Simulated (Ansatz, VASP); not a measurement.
**HfN: VASP beside Ansatz**

```
CELL_PARAMETERS angstrom
0.00000 2.43972 2.25900
2.43972 0.00000 2.25900
2.43972 2.43972 0.00000
ATOMIC_POSITIONS crystal
Hf 0.00000 0.00000 0.00000
N 0.50000 0.50000 0.50000
```

Change from the starting cell: strain +0.080 along x and y, +0.000 along z, atoms carried along.

Alike in both runs: task single point; functional LDA; k mesh 18 × 18 × 18; occupations gaussian, width 0.15 eV; no spin polarisation.

|  | VASP | Ansatz |
| --- | --- | --- |
| version | VASP 6.6.1 | Ansatz 0.2.0 |
| potentials or method | VASP PAW LDA potentials, release 64 (Hf_pv, N), cutoff 520 eV | scalar-relativistic, plane waves, PAW |
| valence electrons in the cell | 15 | 31 |

|  | VASP | Ansatz | Ansatz less VASP |
| --- | --- | --- | --- |
| gap on the k mesh at the Fermi level (eV) | none | none | - |
| pressure (GPa) | -36.3 | -35.1 | +1.11 |
| traceless stress, the component that is largest in VASP (GPa) | 11.82 | 11.91 | +0.092 |

LDA's correlation is that of Perdew and Zunger in VASP and of Perdew and Wang (1992) in Ansatz. A gap of «none» marks a metal or a gap that the smearing closes. Both programs put the cell under strong tension, so it lies far from rest at this level. VASP's potentials hold 15 valence electrons a cell and Ansatz's 31, so a difference there can come from the potentials and not from the codes.

Neither program's run includes spin-orbit coupling. Noted on VASP's run: the cell as given lies far from equilibrium.
